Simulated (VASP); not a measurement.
A run of VASP 6.6.1 is set up as follows.

File INCAR:

```
SYSTEM = Ga
ALGO = Normal ; EDIFF = 1E-8
ENCUT = 520 ; ISIF = 2
ISMEAR = -1 ; LASPH = .TRUE.
LCHARG = .FALSE. ; LEFG = .TRUE.
LREAL = .FALSE. ; LWAVE = .FALSE.
NBANDS = 12 ; NELM = 60
PREC = Accurate ; SIGMA = 0.05
```

File KPOINTS:

```
k-points
0
G
  18 18 18
  0 0 0
```

Contents of POSCAR:

```
Ga
1.0
   -1.4070978150      1.4070978150      2.3491194872
    1.4070978150     -1.4070978150      2.3491194872
    1.4070978150      1.4070978150     -2.3491194872
Ga
1
Direct
    0.0000000000      0.0000000000      0.0000000000
```

Potentials or basis: VASP PAW LDA potentials, release 64 (Ga_d).

The run is started by

```console
$ cat potpaw_LDA.64/Ga_d/POTCAR > POTCAR
$ mpirun -np 1 vasp_std > vasp.out
```

**Question.** Predict the pressure.

**Answer.** -4.2 GPa.

Electric field gradients, principal values (V/Å²):
| atom | least | middle | greatest (by size) |
| --- | --- | --- | --- |
| 1 Ga | -14.172 | -14.177 | 28.349 |

Caveat: without QUAD_EFG the Cq values of the log hold for a quadrupole moment of 1 mb, not for the nuclei.
